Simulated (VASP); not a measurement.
# TiO2 (P1) in VASP: a series of runs

Runs on TiO2. Level: PBE+D3(BJ). Tasks: single point.

All numbers are computed with VASP 6.6.1; they aren't measurements. Logs are shortened: lines on timing, memory, paths and dates and some standing lists are left out, and cuts for length are marked.

### 1 The cell of the first run

The typed cell holds 12 atoms: a = 6.541 Å, b = 6.541 Å, c = 6.541 Å, α = 94.93°, β = 94.93°, γ = 145.89°.

### 2 Single point, PBE+D3(BJ)

INCAR reads:

```
PREC = Accurate
ENCUT = 520
EDIFF = 1E-7
ISMEAR = -1
SIGMA = 0.36
LREAL = F
LASPH = T
NELM = 80
ALGO = Normal
ISIF = 2
LWAVE = F
LCHARG = F
GGA = PE
IVDW = 12
NBANDS = 60
```

KPOINTS reads:

```
regular mesh
0
Gamma
  3 3 2
```

POSCAR reads:

```
TiO2
1.0
   -4.4220940000      4.4220940000      1.9185050000
    4.4220940000     -4.4220940000      1.9185050000
    4.4220940000      4.4220940000     -1.9185050000
Ti O
4 8
Direct
    0.3525304529      0.0615483978      0.2991456084
   -0.0566140722      0.7077183911      0.7177708117
    1.0129010009      0.3135829855      0.3081910968
    0.6787690838      1.0092912301      0.7532178194
    0.5235952764      0.2127131468      0.6623445815
    0.1249895819      0.8634067209     -0.0051898490
    0.1071020418      0.4882676163      0.6718875718
    0.2117094396      0.2285453549      0.3250609327
    0.7238217161      0.7956315872      0.6670708492
    0.9118706923      0.5977208801      0.3823075674
    0.8550759732      0.1888644453      1.0216313810
    0.4854790800      0.8589559894      0.3490767044
```

Potentials or basis: VASP PAW PBE potentials, release 64 (Ti_sv, O).

On the command line:

```console
> cat potpaw_PBE.64/Ti_sv/POTCAR potpaw_PBE.64/O/POTCAR > POTCAR
> mpirun -np 1 vasp_std > vasp.out
```

OUTCAR:

```text
PREC = Accurate
   ENCUT = 520
   EDIFF = 1E-7
   ISMEAR = -1
   LREAL = F
   LASPH = T
   NELM = 80
   ISIF = 2
   GGA = PE
   IVDW = 12
 IVDW          = 12

 ion  position               nearest neighbor table
   1  0.353  0.062  0.299-   6 1.93   8 1.93  10 1.97  10 2.02  12 2.13   5 2.28
   2  0.943  0.708  0.718-   6 1.74   5 1.75   9 1.96  10 2.19   5 2.26   7 2.41
   3  0.013  0.314  0.308-   8 1.79  11 1.80  12 1.95  12 2.03   7 2.34
   4  0.679  0.009  0.753-  11 1.69   9 1.71   7 1.99   7 2.03   5 2.33
   5  0.524  0.213  0.662-   2 1.75   2 2.26   1 2.28   4 2.33
   6  0.125  0.863  0.995-   2 1.74   1 1.93
   7  0.107  0.488  0.672-   4 1.99   4 2.03   3 2.34   2 2.41
   8  0.212  0.229  0.325-   3 1.79   1 1.93
   9  0.724  0.796  0.667-   4 1.71   2 1.96
  10  0.912  0.598  0.382-   1 1.97   1 2.02   2 2.19
  11  0.855  0.189  0.022-   4 1.69   3 1.80
  12  0.485  0.859  0.349-   3 1.95   3 2.03   1 2.13

  LATTYP: Found a body centered tetragonal cell.
 ALAT       =     8.8441880000
 C/A-ratio  =     0.4338453683

  Lattice vectors:

 A1 = (  -4.4220940000,   4.4220940000,   1.9185050000)
 A2 = (   4.4220940000,  -4.4220940000,   1.9185050000)
 A3 = (   4.4220940000,   4.4220940000,  -1.9185050000)

Analysis of symmetry for initial positions (statically):
=====================================================================
 Subroutine PRICEL returns:
 Original cell was already a primitive cell.

 Routine SETGRP: Setting up the symmetry group for a
 body centered tetragonal supercell.

 Subroutine GETGRP returns: Found  1 space group operations
 (whereof  1 operations were pure point group operations)
 out of a pool of 16 trial point group operations.

The static configuration has the point symmetry C_1 .

Analysis of symmetry for dynamics (positions and initial velocities):
=====================================================================
 Subroutine PRICEL returns:
 Original cell was already a primitive cell.

 Routine SETGRP: Setting up the symmetry group for a
 body centered tetragonal supercell.

 Subroutine GETGRP returns: Found  1 space group operations
 (whereof  1 operations were pure point group operations)
 out of a pool of 16 trial point group operations.

The dynamic configuration has the point symmetry C_1 .

 Subroutine INISYM returns: Found  1 space group operations
 (whereof  1 operations are pure point group operations),
 and found     1 'primitive' translations

----------------------------------------------------------------------------------------

                                     Primitive cell

  volume of cell :     150.0648

  direct lattice vectors                    reciprocal lattice vectors
    -4.422094000  4.422094000  1.918505000     0.000000000  0.113068605  0.260619597
     4.422094000 -4.422094000  1.918505000     0.113068605  0.000000000  0.260619597
     4.422094000  4.422094000 -1.918505000     0.113068605  0.113068605  0.000000000

  length of vectors
     6.541444193  6.541444193  6.541444193     0.284089922  0.284089922  0.159903155

  position of ions in fractional coordinates (direct lattice)
     0.352530453  0.061548398  0.299145608
     0.943385928  0.707718391  0.717770812
     0.012901001  0.313582985  0.308191097
     0.678769084  0.009291230  0.753217819
     0.523595276  0.212713147  0.662344582
     0.124989582  0.863406721  0.994810151
     0.107102042  0.488267616  0.671887572
     0.211709440  0.228545355  0.325060933
     0.723821716  0.795631587  0.667070849
     0.911870692  0.597720880  0.382307567
     0.855075973  0.188864445  0.021631381
     0.485479080  0.858955989  0.349076704

  ion indices of the primitive-cell ions
   primitive index   ion index
                 1           1
[... 40 lines left out ...]
|           W    W  A    A  R    R  N    N  II  N    N   GGGG   !!!           |
|                                                                             |
|     Your reciprocal lattice and k-lattice belong to different lattice       |
|     classes:                                                                |
|                                                                             |
|        The reciprocal lattice is body-centered tetragonal,                  |
|        whereas your k-lattice is base-centered monoclinic.                  |
|                                                                             |
|     Results are often still useful ...                                      |
|                                                                             |
 -----------------------------------------------------------------------------

 WARNING: IBZKPT: internal override: KBLOWUP is changed to .FALSE.
      ... skipping the blow-up phase ...

 Subroutine IBZKPT returns following result:
 ===========================================

 Found     10 irreducible k-points:

 Following reciprocal coordinates:
            Coordinates               Weight
  0.000000  0.000000  0.000000      1.000000
  0.333333 -0.000000  0.000000      2.000000
 -0.000000  0.333333  0.000000      2.000000
  0.333333  0.333333  0.000000      2.000000
 -0.333333  0.333333  0.000000      2.000000
  0.000000  0.000000  0.500000      1.000000
  0.333333 -0.000000  0.500000      2.000000
 -0.000000  0.333333  0.500000      2.000000
  0.333333  0.333333  0.500000      2.000000
 -0.333333  0.333333  0.500000      2.000000
   k-points           NKPTS =     10   k-points in BZ     NKDIM =     10   number of bands    NBANDS=     60
   number of dos      NEDOS =    301   number of ions     NIONS =     12
   total plane-waves  NPLWV = 125000
   dimension x,y,z NGX =    50 NGY =   50 NGZ =   50
   dimension x,y,z NGXF=   100 NGYF=  100 NGZF=  100
   ions per type =               4   8
   NGX,Y,Z   is equivalent  to a cutoff of  12.71, 12.71, 12.71 a.u.
   NGXF,Y,Z  is equivalent  to a cutoff of  25.41, 25.41, 25.41 a.u.
 SYSTEM =  unknown system
   PREC   = accura    normal or accurate (medium, high low for compatibility)
   ISTART =      0    job   : 0-new  1-cont  2-samecut
   ICHARG =      2    charge: 1-file 2-atom 10-const
   ISPIN  =      1    spin polarized calculation?
   LNONCOLLINEAR =      F non collinear calculations
   LSORBIT =      F    spin-orbit coupling
   LASPH  =      T    aspherical Exc in radial PAW
   ENCUT  =  520.0 eV  38.22 Ry    6.18 a.u.  12.16 12.16 12.16*2*pi/ulx,y,z
   NELM   =     80;   NELMIN=  2; NELMDL= -5     # of ELM steps
   EDIFF  = 0.1E-06   stopping-criterion for ELM
   LREAL  =      F    real-space projection
   EDIFFG = 0.1E-05   stopping-criterion for IOM
   NSW    =      0    number of steps for IOM
   IBRION =     -1    ionic relax: 0-MD 1-quasi-New 2-CG
   NFREE  =      0    steps in history (QN), initial steepest desc. (CG)
   ISIF   =      2    stress and relaxation
   ISYM   =      2    0-nonsym 1-usesym 2-fastsym
   POTIM  = 0.5000    time-step for ionic-motion
   TEBEG  =    0.0;   TEEND  =   0.0 temperature during run
   PSTRESS=    0.0 pullay stress
   NELECT =      96.0000    total number of electrons
   NUPDOWN=      -1.0000    fix difference up-down
   EMIN   =  10.00;   EMAX   =-10.00  energy-range for DOS
   EFERMI =   0.00;   METHOD = LEGACY
   ISMEAR =    -1;   SIGMA  =   0.36  broadening in eV -4-tet -1-fermi 0-gaus
   EFERMI_NEDOS =   21; number of points for ismear=-14 and -15
   IALGO  =     38    algorithm
   IMIX   =      4    mixing-type and parameters
     AMIX     =   0.40;   BMIX     =  1.00
     AMIX_MAG =   1.60;   BMIX_MAG =  1.00
  volume/ion in A,a.u.               =      12.51        84.39
  Fermi-wavevector in a.u.,A,eV,Ry     =   1.410606  2.665658 27.072986  1.989808
  Thomas-Fermi vector in A             =   2.532542
   LORBIT       =      0    0 simple, 1 ext, 2 COOP (PROOUT), +10 PAW based schemes
   GGA     = PE    functional components
   LHFCALC =     F    Hartree Fock is set to
   AEXX    =    0.0000 exact exchange contribution
   IVDW    =    12    specifies the selected vdW correction
   LEPSILON=     F    determine dielectric tensor
   LRPA    =     F    only Hartree local field effects (RPA)
 non-spin polarized calculation
  energy-cutoff  :      520.00
  volume of cell :      150.06
 maximum number of plane-waves:      4056
 NGX is ok and might be reduce to    50
   NGX = 25   NGY = 25   NGZ = 25

 number of electron      95.9999996 magnetization

 Free energy of the ion-electron system (eV)
  ---------------------------------------------------
  ext. energy  EPLUGINS =         0.00000000
  ---------------------------------------------------
  free energy    TOTEN  =      -105.67280850 eV

  energy without entropy =     -105.23014642  energy(sigma->0) =     -105.45147746

 E-fermi :   3.7876     XC(G=0): -10.1725

 val. band max:        2.7335968057   @ k =   0.3333   0.3333   0.0000
 cond. band min:       4.6755749089   @ k =   0.0000   0.0000   0.0000
 fundamental gap:      1.9419781032
 Fermi energy:         3.7875704585

 k-point     1 :       0.0000    0.0000    0.0000
  band No.  band energies     occupation
      1     -54.1902      2.00000
      2     -53.7358      2.00000
      3     -53.5612      2.00000
      4     -53.1218      2.00000
      5     -30.4675      2.00000
      6     -30.4100      2.00000
[... 619 lines left out ...]
     59       7.2220      0.00014
     60       7.4034      0.00009

------------------------ aborting loop because EDIFF is reached ----------------------------------------

 Edisp (eV)   -2.46338

 E8    (eV) :    -0.9786

  FORCE on cell =-STRESS in cart. coord.  units (eV):
  Direction    XX          YY          ZZ          XY          YZ          ZX
  --------------------------------------------------------------------------------------
  -------------------------------------------------------------------------------------
  Total       0.29663    -0.36707    -5.74033     5.23047     3.49475     1.38701
  in kB       3.16699    -3.91904   -61.28702    55.84351    37.31189    14.80852
  external pressure =      -20.68 kB  Pullay stress =        0.00 kB

 VOLUME and BASIS-vectors are now :
 -----------------------------------------------------------------------------
  energy-cutoff  :      520.00
  volume of cell :      150.06
      direct lattice vectors                 reciprocal lattice vectors
    -4.422094000  4.422094000  1.918505000     0.000000000  0.113068605  0.260619597
     4.422094000 -4.422094000  1.918505000     0.113068605  0.000000000  0.260619597
     4.422094000  4.422094000 -1.918505000     0.113068605  0.113068605  0.000000000

 POSITION                                       TOTAL-FORCE (eV/Angst)
 -----------------------------------------------------------------------------------
      0.03610      2.60960      0.22050         0.773753     -1.074952     -0.656411
      2.13191      4.21619      1.79061        -0.498294     -1.604650      1.694445
      2.69249      0.03321      0.03510         0.726219      2.177524      0.260081
      0.37031      6.29129     -0.12501        -1.615012     -4.062129     -0.051859
      1.55420      4.30370      0.14190        -0.110464     -0.062394     -2.459102
      7.66449      1.13379     -0.01230         1.197572      2.065682      0.595034
      4.65670      1.28560     -0.14680         0.249262     -0.117203      1.071344
      1.51190      1.36300      0.22100        -0.427326      0.154435     -0.560923
      3.26740      2.63230      1.63530        -1.950690      2.638716      0.724648
      0.30140      3.07980      2.16270        -0.731399     -0.748985     -1.470984
     -2.85039      3.04171      1.96130         2.160286      1.642003     -0.087630
      3.19520     -0.10790      1.90960         0.226092     -1.008048      0.941358
 -----------------------------------------------------------------------------------
    total drift:                               -0.000078      0.000491     -0.000076

  FREE ENERGIE OF THE ION-ELECTRON SYSTEM (eV)
  ---------------------------------------------------
  free  energy   TOTEN  =      -108.1361835153 eV

  energy  without entropy=     -107.6935214330  energy(sigma->0) =     -107.91485247
```

Run time: 4.2 min. Hardware: 1 thread of Intel Xeon Platinum 8488C (Sapphire Rapids), shared host; peak memory 0.35 GiB.

What came out:

```
Free energy                : -108.1362 eV
Pressure                   : -2.1 GPa
Largest force              : 4.372 eV/Å
Band gap on the k mesh     : 1.94 eV, indirect (least direct gap 2.37 eV)
Dispersion energy per atom : -0.205 eV
```

Forces on the atoms (eV/Å):
```
Ti   0.774 -1.075 -0.656
Ti  -0.498 -1.605  1.694
Ti   0.726  2.178  0.260
Ti  -1.615 -4.062 -0.052
O   -0.110 -0.062 -2.459
O    1.198  2.066  0.595
O    0.249 -0.117  1.071
O   -0.427  0.154 -0.561
O   -1.951  2.639  0.725
O   -0.731 -0.749 -1.471
O    2.160  1.642 -0.088
O    0.226 -1.008  0.941
```

Stress tensor (GPa, compression positive):
```
 0.32  5.58  1.48
 5.58 -0.39  3.73
 1.48  3.73 -6.13
```

Caveat: the k points lie up to 0.59 Å⁻¹ apart; forces of over 1 eV/Å act on the atoms, so gaps and moduli don't describe the material at rest.

### 3 Single point, PBE+D3(BJ)

INCAR reads:

```
  PREC = Accurate
  ENCUT = 520
  EDIFF = 1E-6
  ISMEAR = -1
  SIGMA = 0.36
  LREAL = F
  LASPH = T
  NELM = 100
  ALGO = Normal
  ISIF = 2
  LWAVE = F
  LCHARG = T
  GGA = PE
  IVDW = 12
  LELF = T
  LVHAR = T
  NBANDS = 60
```

KPOINTS is that of step 2.

POSCAR reads:

```
TiO2
1.0
   -4.4220940000      4.4220940000      1.9185050000
    4.4220940000     -4.4220940000      1.9185050000
    4.4220940000      4.4220940000     -1.9185050000
Ti O
4 8
Direct
    0.3218455553      0.0110764943      0.3095705338
   -0.0018278162      0.7695375143      0.7168888766
    1.1531595957      0.4162462691      0.3325573812
    0.8815056876      1.2202140009      0.7860077149
    0.5133373263      0.1978759182      0.6166083308
    0.1967374137      0.9310275486      0.0144501677
    0.2044578427      0.6357241161      0.6918894080
    0.2960531848      0.3063311210      0.3778865850
    1.0920887434      1.1435914930      0.7472817177
    0.8623097831      0.5618978063      0.3552502502
    0.8350460575      0.1485839425      1.0639529598
    0.5653137591      0.9257425514      0.3359381325
```

Potentials or basis: VASP PAW PBE potentials, release 64 (Ti_sv, O).

On the command line:

```console
> cat potpaw_PBE.64/Ti_sv/POTCAR potpaw_PBE.64/O/POTCAR > POTCAR
> mpirun -np 1 vasp_std > vasp.out
```

Run time: 3.8 min. Hardware: 1 thread of Intel Xeon Platinum 8488C (Sapphire Rapids), shared host; peak memory 0.35 GiB.

The run converged. Its results:

```yaml
Free_energy: -106.1634 eV
Pressure: -3.4 GPa
Largest_force: 5.167 eV/Å
Band_gap_on_the_k_mesh: 2.26 eV, indirect (least direct gap 2.31 eV)
Dispersion_energy_per_atom: -0.205 eV
```

Forces in eV/Å, atoms in the order of the input:
```
Ti  -0.345 -0.931  0.427
Ti   0.188  0.277  1.479
Ti   3.446 -3.542 -1.510
Ti  -0.740  1.482 -2.561
O    2.523  2.100  0.483
O   -1.422 -1.052 -0.809
O   -0.261  0.504  1.178
O   -3.019  3.418 -0.112
O    0.089 -0.720 -1.640
O   -0.062  0.320  1.211
O   -2.016 -2.341  2.263
O    1.620  0.485 -0.407
```

Stress tensor (GPa, compression positive):
```
-4.26 -2.13 -0.54
-2.13  0.29 -4.22
-0.54 -4.22 -6.24
```

Levels at points of the mesh, in eV from the valence-band top:
| k point | band 45 | band 46 | band 47 | band 48 | band 49 | band 50 | band 51 | band 52 |
| --- | --- | --- | --- | --- | --- | --- | --- | --- |
| (0.00, 0.00, 0.00) | -0.92 | -0.78 | -0.56 | -0.20 | 2.30 | 2.58 | 2.77 | 2.93 |
| (0.00, 0.00, 0.50) | -0.75 | -0.72 | -0.56 | -0.15 | 2.29 | 2.48 | 2.77 | 2.91 |

Caveat: the k points lie up to 0.59 Å⁻¹ apart; forces of over 1 eV/Å act on the atoms, so gaps and moduli don't describe the material at rest. A k mesh can miss the band edges.

### 4 Single point, PBE+D3(BJ)

INCAR reads:

```
PREC = Accurate
ENCUT = 520
EDIFF = 1E-7
ISMEAR = -1
SIGMA = 0.36
LREAL = F
LASPH = T
NELM = 80
ALGO = Normal
ISIF = 2
LWAVE = F
LCHARG = F
GGA = PE
IVDW = 12
NBANDS = 60
```

KPOINTS is that of step 3.

POSCAR reads:

```
TiO2
1.0
   -4.4220940000      4.4220940000      1.9185050000
    4.4220940000     -4.4220940000      1.9185050000
    4.4220940000      4.4220940000     -1.9185050000
Ti O
4 8
Direct
    0.4546720946      0.1284013278      0.3412184363
   -0.0069801440      0.7583360161      0.7979025321
    1.1337326640      0.3974638285      0.3620569802
    0.7876982900      1.0453590272      0.7712409551
    0.5303499708      0.2344494313      0.7705851572
    0.0712292664      0.8583111330      0.0719455534
    0.1951861348      0.4893001902      0.7156564288
    0.2138857602      0.1959304657      0.3494046033
    0.7570087275      0.7770784049      0.6678397158
    0.9318752294      0.5543391571      0.2987272546
    0.9345465764      0.2231302202      1.0763113584
    0.6121815340      0.9539426996      0.4595334247
```

On the command line:

```console
> cat potpaw_PBE.64/Ti_sv/POTCAR potpaw_PBE.64/O/POTCAR > POTCAR
> mpirun -np 1 vasp_std > vasp.out
```

Wall time 3.9 min (1 thread of Intel Xeon Platinum 8488C (Sapphire Rapids), shared host); peak memory 0.36 GiB.

The run converged. Its results:

```
Free energy                : -104.5249 eV
Pressure                   : 0.9 GPa
Largest force              : 5.133 eV/Å
Band gap on the k mesh     : 1.96 eV, indirect (least direct gap 1.99 eV)
Dispersion energy per atom : -0.205 eV
```

Forces on the atoms (eV/Å):
```
Ti   0.441 -2.169 -1.367
Ti  -0.462  1.972  0.479
Ti  -0.380  0.268 -1.136
Ti   4.925 -1.419 -0.274
O   -2.106 -0.485 -0.700
O   -1.666 -0.461  2.023
O    1.209 -0.628  2.311
O    1.056  1.848  0.972
O   -3.248  2.282  0.270
O    1.580  2.388 -2.304
O   -0.809 -0.550 -0.123
O   -0.542 -3.046 -0.151
```

Stress tensor (GPa, compression positive):
```
 7.89 -1.33  6.38
-1.33  1.73  0.13
 6.38  0.13 -6.96
```

Levels at points of the mesh, in eV from the valence-band top:
| k point | band 45 | band 46 | band 47 | band 48 | band 49 | band 50 | band 51 | band 52 |
| --- | --- | --- | --- | --- | --- | --- | --- | --- |
| (0.00, 0.00, 0.00) | -1.02 | -0.88 | -0.70 | -0.18 | 1.96 | 2.35 | 2.56 | 2.73 |
| (0.00, 0.00, 0.50) | -1.12 | -0.84 | -0.79 | -0.11 | 2.13 | 2.44 | 2.59 | 2.76 |

Caveat: the k points lie up to 0.59 Å⁻¹ apart; forces of over 1 eV/Å act on the atoms, so gaps and moduli don't describe the material at rest.
